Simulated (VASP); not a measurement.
Input of a VASP 6.6.1 run:

File INCAR:

```
PREC = Accurate ; ENCUT = 600
EDIFF = 1E-6 ; ISMEAR = 0
SIGMA = 0.3 ; LREAL = False
LASPH = True ; NELM = 60
ALGO = Normal ; ISIF = 3
LWAVE = False ; LCHARG = False
GGA = PE ; IBRION = 2
NSW = 100 ; EDIFFG = -0.002
PSTRESS = 450.0
```

Contents of KPOINTS:

```
regular mesh
0
Gamma
  18 18 18
```

File POSCAR:

```
Mo
1.0
   -1.5734150000      1.5734150000      1.5734150000
    1.5734150000     -1.5734150000      1.5734150000
    1.5734150000      1.5734150000     -1.5734150000
Mo
1
Direct
    0.0000000000      0.0000000000      0.0000000000
```

Potentials or basis: VASP PAW PBE potentials, release 64 (Mo_sv).

Launch:

```console
$ cat potpaw_PBE.64/Mo_sv/POTCAR > POTCAR
$ mpirun -np 1 vasp_std > vasp.out
```

Question: Estimate the relaxed cell.

Answer: a = 2.622 Å, b = 2.622 Å, c = 2.622 Å, α = 109.47°, β = 109.47°, γ = 109.47°.

Question: What does it give for the band gap on the k mesh?

Answer: Zero (bands 7 and 8 overlap by 6.33 eV).

Question: Estimate the space group after relaxing (to 0.1 Å).

Answer: Im-3m (No. 229).

Question: Predict the relaxed volume.

Answer: 13.87 Å³/atom.

Step by step:
```
step  energy change (eV)  largest force (eV/Å)  pressure (GPa)  volume (Å³)
   1              0.0000                0.0000            4.10        15.58
   2              8.5761                0.0000          616.11         8.22
   3              0.1449                0.0000           33.38        14.27
   4              0.2009                0.0000           40.38        14.02
   5              0.2416                0.0000           45.02        13.87
```

Caveat: the cell is relaxed towards a set pressure, so the run minimises the enthalpy, not the energy; so wide a smearing shifts energies and pressures.
